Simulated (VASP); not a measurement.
Input of a VASP 6.6.1 run:

INCAR

```
SYSTEM = CdSe
  PREC = Accurate
  ENCUT = 600
  EDIFF = 1E-6
  ISMEAR = 0
  SIGMA = 0.01
  LREAL = .False.
  LASPH = .True.
  NELM = 80
  ALGO = Normal
  ISIF = 3
  LWAVE = .False.
  LCHARG = .False.
  GGA = PS
  IBRION = 2
  NSW = 80
  EDIFFG = -0.01
```

Contents of KPOINTS:

```
regular mesh
0
Gamma
  6 6 4
  0 0 0
```

POSCAR

```
CdSe
1.0
    4.3000000000      0.0000000000      0.0000000000
   -2.1500000000      3.7239090000      0.0000000000
    0.0000000000      0.0000000000      7.0200000000
Cd Se
2 2
Direct
    0.3333333333      0.6666666667      0.0000000000
    0.6666666667      0.3333333333      0.5000000000
    0.3333333333      0.6666666667      0.3850000000
    0.6666666667      0.3333333333      0.8850000000
```

Potentials or basis: VASP PAW PBE potentials, release 64 (Cd, Se).

Launch:

```console
$ cat potpaw_PBE.64/Cd/POTCAR potpaw_PBE.64/Se/POTCAR > POTCAR
$ mpirun -np 1 vasp_std > vasp.out
```

Problem. Predict the space group after relaxing (to 0.05 Å).

Solution. P6_3mc (No. 186).

Problem. Predict the relaxed volume.

Solution. 28.30 Å³/atom.

Problem. Predict the relaxed cell.

Solution. a = 4.311 Å, b = 4.311 Å, c = 7.033 Å, α = 90.00°, β = 90.00°, γ = 120.00°.

Problem. What does it give for the band gap on the k mesh?

Solution. 0.53 eV, direct.

Final structure:
```
CELL_PARAMETERS angstrom
4.31088 0.00000 0.00000
-2.15544 3.73333 0.00000
0.00000 0.00000 7.03278
ATOMIC_POSITIONS crystal
Cd 0.33333 0.66667 0.00461
Cd 0.66667 0.33333 0.50461
Se 0.33333 0.66667 0.38039
Se 0.66667 0.33333 0.88039
```

Caveat: the PAW data sets were made with another functional, which shifts forces and pressure a little. Zero-point motion and thermal expansion aren't in these numbers.
